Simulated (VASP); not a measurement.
Si (a cell with a defect), 31 atoms in the cell. The cell holds a defect, 31 atoms: a = 9.474 Å, b = 9.474 Å, c = 9.474 Å, α = 109.47°, β = 109.47°, γ = 109.47°.  This cell differs from its parent crystal: atoms taken out, then relaxed in part.

- Program: VASP 6.6.1
- Task: single point
- Functional: PBE
- Potentials or basis: VASP PAW PBE potentials, release 64 (Si)
- Cutoff: 520 eV
- k mesh: 2 × 2 × 2, shifted
- Occupations: gaussian, width 0.02 eV
- Spin: no spin polarisation
- Dipole correction: no
- Further INCAR settings: LREAL = Auto; ALGO = Normal; EDIFF = 1e-07; NBANDS = 83

Potentials or basis: VASP PAW PBE potentials, release 64 (Si).

Launch:

```console
$ cat potpaw_PBE.64/Si/POTCAR > POTCAR
$ mpirun -np 1 vasp_std > vasp.out
```

Hardware: 1 thread of Intel Xeon 8259CL, with other jobs on the host.

**Question.** Estimate the wall time of this run.

**Answer.** Run time: 5.4 min on 1 thread of Intel Xeon 8259CL, on a shared host, peak memory 0.66 GiB. Counts: scf iterations 16, k points 2.
